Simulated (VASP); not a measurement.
# CdS (F-43m) in VASP: further runs

CdS is run at these levels: HSE06; tasks: single point.

All numbers are computed with VASP 6.6.1; they aren't measurements. Logs are shortened: lines on timing, memory, paths and dates and some standing lists are left out, and cuts for length are marked.

## Step 1: The cell of the first run

It takes space group F-43m (No. 216, cubic). The conventional cell has a = 6.055 Å, b = 6.055 Å, c = 6.055 Å, α = 90.00°, β = 90.00°, γ = 90.00°. Cd (site symmetry -43m) has 4 S at 2.62 Å within 3.5 Å. S (site symmetry -43m) has 4 Cd at 2.62 Å within 3.5 Å.

## Step 2: Single point, HSE06 (strain +3.0%)

POSCAR

```
CdS
1.0
    0.0000000000      3.0273912883      3.0273912883
    3.0273912883      0.0000000000      3.0273912883
    3.0273912883      3.0273912883      0.0000000000
Cd S
1 1
Direct
    0.0000000000      0.0000000000      0.0000000000
    0.2500000000      0.2500000000      0.2500000000
```

INCAR.step1

```
  PREC = Accurate
  ENCUT = 520
  EDIFF = 1E-5
  ISMEAR = 0
  SIGMA = 0.01
  LREAL = False
  LASPH = True
  NELM = 80
  ALGO = Normal
  ISIF = 2
  LWAVE = True
  GGA = PE
  NBANDS = 16
```

INCAR.step2

```
  PREC = Accurate
  ENCUT = 520
  EDIFF = 1E-7
  ISMEAR = 0
  SIGMA = 0.01
  LREAL = False
  LASPH = True
  NELM = 80
  ALGO = Normal
  ISIF = 2
  LWAVE = False
  LCHARG = True
  GGA = PE
  LHFCALC = True
  HFSCREEN = 0.2079
  PRECFOCK = Normal
  LELF = True
  LVHAR = True
  ISTART = 1
  NBANDS = 16
```

KPOINTS

```
regular mesh
0
Gamma
  6 6 6
```

Potentials or basis: VASP PAW PBE potentials, release 64 (Cd, S).

Launch:

```console
$ cat potpaw_PBE.64/Cd/POTCAR potpaw_PBE.64/S/POTCAR > POTCAR
$ cp INCAR.step1 INCAR
$ mpirun -np 1 vasp_std > vasp.out
$ cp INCAR.step2 INCAR
$ mpirun -np 1 vasp_std > vasp.out
```

OUTCAR:

```text
PREC = Accurate
   ENCUT = 520
   EDIFF = 1E-7
   ISMEAR = 0
   LREAL = False
   LASPH = True
   NELM = 80
   ISIF = 2
   GGA = PE
   LHFCALC = True
   HFSCREEN = 0.2079
   PRECFOCK = Normal
   ISTART = 1

 ion  position               nearest neighbor table
   1  0.000  0.000  0.000-   2 2.62   2 2.62   2 2.62   2 2.62
   2  0.250  0.250  0.250-   1 2.62   1 2.62   1 2.62   1 2.62

  LATTYP: Found a face centered cubic cell.
 ALAT       =     6.0547825766

  Lattice vectors:

 A1 = (   0.0000000000,   3.0273912883,   3.0273912883)
 A2 = (   3.0273912883,   0.0000000000,   3.0273912883)
 A3 = (   3.0273912883,   3.0273912883,   0.0000000000)

Analysis of symmetry for initial positions (statically):
=====================================================================
 Subroutine PRICEL returns:
 Original cell was already a primitive cell.

 Routine SETGRP: Setting up the symmetry group for a
 face centered cubic supercell.

 Subroutine GETGRP returns: Found 24 space group operations
 (whereof 24 operations were pure point group operations)
 out of a pool of 48 trial point group operations.

The static configuration has the point symmetry T_d .

Analysis of symmetry for dynamics (positions and initial velocities):
=====================================================================
 Subroutine PRICEL returns:
 Original cell was already a primitive cell.

 Routine SETGRP: Setting up the symmetry group for a
 face centered cubic supercell.

 Subroutine GETGRP returns: Found 24 space group operations
 (whereof 24 operations were pure point group operations)
 out of a pool of 48 trial point group operations.

The dynamic configuration has the point symmetry T_d .

 Subroutine INISYM returns: Found 24 space group operations
 (whereof 24 operations are pure point group operations),
 and found     1 'primitive' translations

----------------------------------------------------------------------------------------

                                     Primitive cell

  volume of cell :      55.4927

  direct lattice vectors                    reciprocal lattice vectors
     0.000000000  3.027391288  3.027391288    -0.165158697  0.165158697  0.165158697
     3.027391288  0.000000000  3.027391288     0.165158697 -0.165158697  0.165158697
     3.027391288  3.027391288  0.000000000     0.165158697  0.165158697 -0.165158697

  length of vectors
     4.281377819  4.281377819  4.281377819     0.286063254  0.286063254  0.286063254

  position of ions in fractional coordinates (direct lattice)
     0.000000000  0.000000000  0.000000000
     0.250000000  0.250000000  0.250000000

  ion indices of the primitive-cell ions
   primitive index   ion index
                 1           1
                 2           2

----------------------------------------------------------------------------------------

 KPOINTS: regular mesh

Automatic generation of k-mesh.
 Grid dimensions read from file:
 generate k-points for:    6    6    6

 Generating k-lattice:

  Cartesian coordinates                     Fractional coordinates (reciprocal lattice)
    -0.027526449  0.027526449  0.027526449     0.166666667  0.000000000  0.000000000
     0.027526449 -0.027526449  0.027526449     0.000000000  0.166666667  0.000000000
     0.027526449  0.027526449 -0.027526449     0.000000000  0.000000000  0.166666667

  Length of vectors
     0.047677209  0.047677209  0.047677209

  Shift w.r.t. Gamma in fractional coordinates (k-lattice)
     0.000000000  0.000000000  0.000000000

 Subroutine IBZKPT returns following result:
 ===========================================

 Found     16 irreducible k-points:

 Following reciprocal coordinates:
            Coordinates               Weight
  0.000000  0.000000  0.000000      1.000000
  0.166667  0.000000  0.000000      8.000000
  0.333333  0.000000  0.000000      8.000000
  0.500000  0.000000  0.000000      4.000000
  0.166667  0.166667  0.000000      6.000000
  0.333333  0.166667  0.000000     24.000000
[... 8 lines left out ...]
 -0.333333  0.333333  0.166667     24.000000
 -0.333333  0.500000  0.166667     12.000000
   k-points           NKPTS =     16   k-points in BZ     NKDIM =    216   number of bands    NBANDS=     16
   number of dos      NEDOS =    301   number of ions     NIONS =      2
   total plane-waves  NPLWV =  32768
   dimension x,y,z NGX =    32 NGY =   32 NGZ =   32
   dimension x,y,z NGXF=    64 NGYF=   64 NGZF=   64
   ions per type =               1   1
   NGX,Y,Z   is equivalent  to a cutoff of  12.43, 12.43, 12.43 a.u.
   NGXF,Y,Z  is equivalent  to a cutoff of  24.85, 24.85, 24.85 a.u.
 SYSTEM =  unknown system
   PREC   = accura    normal or accurate (medium, high low for compatibility)
   ISTART =      1    job   : 0-new  1-cont  2-samecut
   ICHARG =      0    charge: 1-file 2-atom 10-const
   ISPIN  =      1    spin polarized calculation?
   LNONCOLLINEAR =      F non collinear calculations
   LSORBIT =      F    spin-orbit coupling
   LASPH  =      T    aspherical Exc in radial PAW
   ENCUT  =  520.0 eV  38.22 Ry    6.18 a.u.   7.96  7.96  7.96*2*pi/ulx,y,z
   NELM   =     80;   NELMIN=  2; NELMDL=  0     # of ELM steps
   EDIFF  = 0.1E-06   stopping-criterion for ELM
   LREAL  =      F    real-space projection
   EDIFFG = 0.1E-05   stopping-criterion for IOM
   NSW    =      0    number of steps for IOM
   IBRION =     -1    ionic relax: 0-MD 1-quasi-New 2-CG
   NFREE  =      0    steps in history (QN), initial steepest desc. (CG)
   ISIF   =      2    stress and relaxation
   ISYM   =      3    0-nonsym 1-usesym 2-fastsym
   POTIM  = 0.5000    time-step for ionic-motion
   TEBEG  =    0.0;   TEEND  =   0.0 temperature during run
   PSTRESS=    0.0 pullay stress
   NELECT =      18.0000    total number of electrons
   NUPDOWN=      -1.0000    fix difference up-down
   EMIN   =  10.00;   EMAX   =-10.00  energy-range for DOS
   EFERMI =   0.00;   METHOD = LEGACY
   ISMEAR =     0;   SIGMA  =   0.01  broadening in eV -4-tet -1-fermi 0-gaus
   EFERMI_NEDOS =   21; number of points for ismear=-14 and -15
   IALGO  =     38    algorithm
   IMIX   =      1    mixing-type and parameters
     AMIX     =   0.40;   BMIX     =  1.00
     AMIX_MAG =   1.60;   BMIX_MAG =  1.00
  volume/ion in A,a.u.               =      27.75       187.24
  Fermi-wavevector in a.u.,A,eV,Ry     =   1.124831  2.125622 17.214687  1.265244
  Thomas-Fermi vector in A             =   2.261504
   LORBIT       =      0    0 simple, 1 ext, 2 COOP (PROOUT), +10 PAW based schemes
   GGA     = PE    functional components
   LHFCALC =     T    Hartree Fock is set to
   PRECFOCK=normal    Normal, Fast or Accurate (Low or Medium for compatibility)
   ENCUT4O =  -1.0   cutoff for four orbital integrals eV
   NKREDX  =     1    reduce k-point grid by
   NKREDY  =     1    reduce k-point grid by
   NKREDZ  =     1    reduce k-point grid by
   AEXX    =    0.2500 exact exchange contribution
   HFSCREEN=    0.2079 screening length (either q_TF or 0.3 A-1)
   HFSCREENC=   0.2079 screening length for correlation (either q_TF or 0.3 A-1)
   ENCUTFOCK=  -1.0 apply spherical cutoff to Coloumb kernel
   IVDW    =     0    specifies the selected vdW correction
   LEPSILON=     F    determine dielectric tensor
   LRPA    =     F    only Hartree local field effects (RPA)
 non-spin polarized calculation
 Gauss-broadening in eV      SIGMA  =   0.01
  energy-cutoff  :      520.00
  volume of cell :       55.49
 maximum number of plane-waves:      1524
  NGX = 24; NGY = 24; NGZ = 24

 number of electron      17.9999997 magnetization

 Free energy of the ion-electron system (eV)
  ---------------------------------------------------
  ext. energy  EPLUGINS =         0.00000000
  ---------------------------------------------------
  free energy    TOTEN  =        -7.56498515 eV

  energy without entropy =       -7.56498515  energy(sigma->0) =       -7.56498515

 E-fermi :  -0.1353     XC(G=0):  -7.1894

 val. band max:       -0.2035939045   @ k =   0.0000   0.0000   0.0000
 cond. band min:       1.6723775631   @ k =   0.0000   0.0000   0.0000
 fundamental gap:      1.8759714676
 Fermi energy:        -0.1352779541

 k-point     1 :       0.0000    0.0000    0.0000
  band No.  band energies     occupation
      1     -13.1120      2.00000
      2      -8.7720      2.00000
      3      -8.7720      2.00000
      4      -8.7720      2.00000
      5      -8.4266      2.00000
      6      -8.4266      2.00000
[... 8 lines left out ...]
     15      12.3526      0.00000
     16      12.3526      0.00000

 k-point     2 :       0.1667    0.0000    0.0000
  band No.  band energies     occupation
      1     -13.0237      2.00000
      2      -8.7447      2.00000
      3      -8.7447      2.00000
      4      -8.6726      2.00000
      5      -8.4270      2.00000
      6      -8.4270      2.00000
[... 8 lines left out ...]
     15      11.5315      0.00000
     16      12.4007      0.00000

 k-point     3 :       0.3333    0.0000    0.0000
  band No.  band energies     occupation
      1     -12.8488      2.00000
      2      -8.6997      2.00000
      3      -8.6997      2.00000
      4      -8.4159      2.00000
      5      -8.4159      2.00000
      6      -8.3613      2.00000
[... 8 lines left out ...]
     15      11.9448      0.00000
     16      11.9448      0.00000

 k-point     4 :       0.5000    0.0000    0.0000
  band No.  band energies     occupation
      1     -12.7632      2.00000
      2      -8.6835      2.00000
      3      -8.6835      2.00000
      4      -8.4027      2.00000
      5      -8.4027      2.00000
      6      -8.1052      2.00000
[... 8 lines left out ...]
     15      13.4396      0.00000
     16      13.4396      0.00000
[... 172 lines left out ...]
 k-point    14 :       0.5000    0.3333    0.1667
  band No.  band energies     occupation
      1     -12.7384      2.00000
      2      -8.6358      2.00000
      3      -8.6228      2.00000
      4      -8.4825      2.00000
      5      -8.3993      2.00000
      6      -8.1448      2.00000
[... 8 lines left out ...]
     15      13.6320      0.00000
     16      14.1083      0.00000

 k-point    15 :      -0.3333    0.3333    0.1667
  band No.  band energies     occupation
      1     -12.6842      2.00000
      2      -8.6285      2.00000
      3      -8.5997      2.00000
      4      -8.4545      2.00000
      5      -8.4123      2.00000
      6      -7.9658      2.00000
[... 8 lines left out ...]
     15      13.1713      0.00000
     16      14.1502      0.00000

 k-point    16 :      -0.3333    0.5000    0.1667
  band No.  band energies     occupation
      1     -12.6577      2.00000
      2      -8.5861      2.00000
      3      -8.5833      2.00000
      4      -8.4823      2.00000
      5      -8.3969      2.00000
      6      -7.9402      2.00000
[... 8 lines left out ...]
     15      14.0065      0.00000
     16      14.0918      0.00000

------------------------ aborting loop because EDIFF is reached ----------------------------------------

  FORCE on cell =-STRESS in cart. coord.  units (eV):
  Direction    XX          YY          ZZ          XY          YZ          ZX
  --------------------------------------------------------------------------------------
  -------------------------------------------------------------------------------------
  Total       -1.3769085     -1.3769085     -1.3769085     -0.0000000      0.0000000     -0.0000000
  in kB      -39.7539245    -39.7539245    -39.7539245     -0.0000000      0.0000000     -0.0000000
  external PRESSURE =     -39.7539245 kB  Pullay stress =       0.0000000 kB

 VOLUME and BASIS-vectors are now :
 -----------------------------------------------------------------------------
  energy-cutoff  :      520.00
  volume of cell :       55.49
      direct lattice vectors                 reciprocal lattice vectors
     0.000000000  3.027391288  3.027391288    -0.165158697  0.165158697  0.165158697
     3.027391288  0.000000000  3.027391288     0.165158697 -0.165158697  0.165158697
     3.027391288  3.027391288  0.000000000     0.165158697  0.165158697 -0.165158697

 POSITION                                       TOTAL-FORCE (eV/Angst)
 -----------------------------------------------------------------------------------
      0.00000      0.00000      0.00000        -0.000000     -0.000000     -0.000000
      1.51370      1.51370      1.51370         0.000000      0.000000      0.000000
 -----------------------------------------------------------------------------------
    total drift:                                0.000021      0.000023      0.000015

  FREE ENERGIE OF THE ION-ELECTRON SYSTEM (eV)
  ---------------------------------------------------
  free  energy   TOTEN  =        -7.5649851538 eV

  energy  without entropy=       -7.5649851538  energy(sigma->0) =       -7.56498515
```

It took 1.8 h on 1 thread of Oxide Virtual Turin-like, shared host; peak memory 0.27 GiB.

What came out:

```yaml
Free_energy: -7.5650 eV
Pressure: -4.0 GPa
Band_gap_on_the_k_mesh: 1.88 eV
```

Caveat: the cell differs from its parent crystal (strain +3.0%); the cell stands under tension; the structure was generated, so it needn't be the stable form of CdS; the PAW data sets were made with another functional, which shifts forces and pressure a little.

## Step 3: Single point, HSE06 (strain +4.0%)

POSCAR

```
CdS
1.0
    0.0000000000      3.0567834368      3.0567834368
    3.0567834368      0.0000000000      3.0567834368
    3.0567834368      3.0567834368      0.0000000000
Cd S
1 1
Direct
    0.0000000000      0.0000000000      0.0000000000
    0.2500000000      0.2500000000      0.2500000000
```

INCAR.step1

```
SYSTEM = CdS
ALGO     = Normal         ! electronic algorithm
EDIFF    = 1E-5           ! SCF threshold, eV
ENCUT    = 520            ! plane-wave cutoff, eV
GGA      = PE             ! functional
ISIF     = 2              ! what is computed and relaxed
ISMEAR   = 0              ! smearing method
LASPH    = .True.         ! aspherical terms in the spheres
LCHARG   = .False.        ! write CHGCAR
LREAL    = .False.        ! projectors in reciprocal space
LWAVE    = .True.         ! write WAVECAR
NBANDS   = 16             ! bands
NELM     = 60             ! most SCF steps
PREC     = Accurate       ! precision mode
SIGMA    = 0.01           ! smearing width, eV
```

INCAR.step2

```
SYSTEM = CdS
ALGO     = Normal         ! electronic algorithm
EDIFF    = 1E-6           ! SCF threshold, eV
ENCUT    = 520            ! plane-wave cutoff, eV
GGA      = PE             ! functional
HFSCREEN = 0.2079         ! screening, 1/A
ISIF     = 2              ! what is computed and relaxed
ISMEAR   = 0              ! smearing method
ISTART   = 1            
LASPH    = .True.         ! aspherical terms in the spheres
LCHARG   = .False.        ! write CHGCAR
LHFCALC  = .True.         ! exact exchange
LREAL    = .False.        ! projectors in reciprocal space
LWAVE    = .False.        ! write WAVECAR
NBANDS   = 16             ! bands
NELM     = 60             ! most SCF steps
PREC     = Accurate       ! precision mode
PRECFOCK = Normal       
SIGMA    = 0.01           ! smearing width, eV
```

KPOINTS

```
k-points
0
Gamma
  6 6 6
  0 0 0
```

Potentials or basis: VASP PAW PBE potentials, release 64 (Cd, S).

Launch:

```console
$ cat potpaw_PBE.64/Cd/POTCAR potpaw_PBE.64/S/POTCAR > POTCAR
$ cp INCAR.step1 INCAR
$ mpirun -np 1 vasp_std > vasp.out
$ cp INCAR.step2 INCAR
$ mpirun -np 1 vasp_std > vasp.out
```

Wall time 1.5 h (1 thread of Oxide Virtual Turin-like, shared host); peak memory 0.28 GiB.

Results (log left out):

- Free energy: -7.5190 eV
- Pressure: -5.1 GPa
- Band gap on the k mesh: 1.80 eV

Levels at points of the mesh, in eV from the valence-band top:
| k point | band 6 | band 7 | band 8 | band 9 | band 10 | band 11 | band 12 | band 13 |
| --- | --- | --- | --- | --- | --- | --- | --- | --- |
| (0.00, 0.00, 0.00) | -8.21 | 0.00 | 0.00 | 0.00 | 1.80 | 7.65 | 7.65 | 7.65 |
| (0.50, 0.00, 0.00) | -7.91 | -3.86 | -0.61 | -0.61 | 3.82 | 8.06 | 8.06 | 8.17 |
| (0.50, 0.50, 0.00) | -7.84 | -3.59 | -1.55 | -1.55 | 4.62 | 5.20 | 9.88 | 11.36 |

Caveat: the cell differs from its parent crystal (strain +4.0%); the cell stands under tension; the structure was generated, so it needn't be the stable form of CdS; the PAW data sets were made with another functional, which shifts forces and pressure a little.
